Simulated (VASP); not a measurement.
The system is Li2BrF.

```
CELL_PARAMETERS angstrom
1.73538 1.00192 5.46846
-1.73538 1.00192 5.46846
0.00000 -2.00384 5.46846
ATOMIC_POSITIONS crystal
F 0.00000 0.00000 0.00000
Br 0.50000 0.50000 0.50000
Li 0.26702 0.26702 0.26702
Li 0.73298 0.73298 0.73298
```

Base run:

- Program: VASP 6.6.1
- Functional: PBE
- Potentials or basis: VASP PAW PBE potentials, release 64 (F, Br, Li_sv)
- Cutoff: 520 eV
- k mesh: 6 × 6 × 6
- Occupations: gaussian, width 0.01 eV
- Spin: no spin polarisation

Its results: band gap on the k mesh 3.45 eV; largest force 0.007 eV/Å.

Q: The run is repeated on the same cell with these changes: functional from PBE to r2SCAN. What comes out?

A: Band gap on the k mesh 4.16 eV; largest force 0.014 eV/Å.

Caveats: the PAW data sets were made with another functional, which shifts forces and pressure a little (at least some runs).

A k mesh can miss the band edges.
